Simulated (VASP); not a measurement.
Write the native input for VASP 6.6.1 that does the following.

```
Task                   : relaxation of shape and atoms at fixed volume
Functional             : r2SCAN
Potentials or basis    : VASP PAW PBE potentials, release 64 (Ti_sv, Se)
Cutoff                 : 550 eV
k mesh                 : 12 × 12 × 8
Occupations            : gaussian, width 0.1 eV
Spin                   : no spin polarisation
Dipole correction      : no
Further INCAR settings : ALGO = Normal; EDIFF = 1e-07; IBRION = 2; EDIFFG = -0.01; NSW = 50; ISIF = 4
```

TiSe2:

```
Ti Se
1.0
     3.51190    0.00000    0.00000
    -1.75595    3.04139    0.00000
     0.00000    0.00000    6.09801
Ti Se
1 2
Direct
  0.00000 0.00000 0.00000
  0.33333 0.66667 0.24660
  0.66667 0.33333 0.75340
```

The input as run:

POSCAR

```
TiSe2
1.0
    3.5118971396      0.0000000000      0.0000000000
   -1.7559485698      3.0413921384      0.0000000000
    0.0000000000      0.0000000000      6.0980072609
Ti Se
1 2
Direct
    0.0000000000      0.0000000000      0.0000000000
    0.3333333333      0.6666666667      0.2465982200
    0.6666666667      0.3333333333      0.7534017800
```

INCAR.step1

```
  PREC = Accurate
  ENCUT = 550
  ISMEAR = 0
  SIGMA = 0.1
  LREAL = F
  LASPH = T
  NELM = 120
  GGA = PE
  ALGO = Normal
  EDIFF = 1E-5
  LWAVE = T
  LCHARG = F
  GGA_COMPAT = F
  IBRION = 2
  ISIF = 3
  EDIFFG = -0.005
  NELMIN = 4
  NSW = 100
```

INCAR.step2

```
  PREC = Accurate
  ENCUT = 550
  EDIFF = 1E-7
  ISMEAR = 0
  SIGMA = 0.1
  LREAL = F
  LASPH = T
  NELM = 120
  ALGO = Normal
  ISIF = 4
  LWAVE = F
  LCHARG = F
  METAGGA = R2SCAN
  LMIXTAU = T
  IBRION = 2
  NSW = 50
  EDIFFG = -0.01
  ISTART = 1
  GGA_COMPAT = F
  NELMIN = 4
```

KPOINTS

```
Automatic mesh
0
Gamma
  12 12 8
```

Potentials or basis: VASP PAW PBE potentials, release 64 (Ti_sv, Se).

Launch:

```sh
$ cat potpaw_PBE.64/Ti_sv/POTCAR potpaw_PBE.64/Se/POTCAR > POTCAR
$ cp INCAR.step1 INCAR
$ mpirun -np 1 vasp_std > vasp.out
$ cp INCAR.step2 INCAR
$ mpirun -np 1 vasp_std > vasp.out
```

Results of the run:

```json
{
  "Energy gained by relaxing": "4.4 meV/atom",
  "Ionic steps": "5",
  "Pressure after relaxing": "1.7 GPa",
  "Largest force after relaxing": "0.005 eV/Å",
  "Band gap on the k mesh": "zero (bands 12 and 13 overlap by 0.38 eV)"
}
```

Caveat: the PAW data sets were made with another functional, which shifts forces and pressure a little.

Run time: 30 min on 1 thread of Intel(R) Xeon(R) 6975P-C (Granite Rapids), on a shared host, peak memory 0.32 GiB.
